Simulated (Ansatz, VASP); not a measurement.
One calculation of Mg5O, two programs

```xyz
6
Lattice="3.1188 0.0000 0.0000 -1.5594 2.7010 0.0000 0.0000 0.0000 13.0037" Properties=species:S:1:pos:R:3 pbc="T T T"
Mg    1.5594    0.9003    1.3201
Mg    0.0000    0.0000    3.8976
Mg    1.5594    0.9003    6.5018
Mg    0.0000    0.0000    9.1060
Mg    1.5594    0.9003   11.6835
O     0.0000    0.0000    0.0000
```

Change from the starting cell: species swapped into the Li5Mg type (P-6m2, No. 187).

Alike in both runs: functional PBE; k mesh 6 × 6 × 2; occupations gaussian, width 0.1 eV; no spin polarisation.

Ansatz relaxed the structure, and its values are those at the end. VASP's run is a single point on that final structure, the one shown.

|  | VASP | Ansatz |
| --- | --- | --- |
| version | VASP 6.6.1 | Ansatz 0.2.0 |
| potentials or method | VASP PAW PBE potentials, release 64 (Mg, O), cutoff 520 eV | scalar-relativistic, plane waves, PAW |
| valence electrons in the cell | 16 | 56 |

VASP gave:

| Item | Value |
| --- | --- |
| gap on the k mesh at the Fermi level (eV) | none |
| pressure (GPa) | -0.3 |
| rms of the force components (eV/Å) | 0.003 |

Problem. What did Ansatz give for the same quantities?

Solution. gap on the k mesh at the Fermi level (eV): none; pressure (GPa): -0.1; rms of the force components (eV/Å): 0.007.

A gap of «none» marks a metal or a gap that the smearing closes. The functional is the same, so the differences come from potentials, cutoffs and numerics. VASP's potentials hold 16 valence electrons a cell and Ansatz's 56, so a difference there can come from the potentials and not from the codes.

The k mesh is coarse, so the values compare programs but aren't converged.
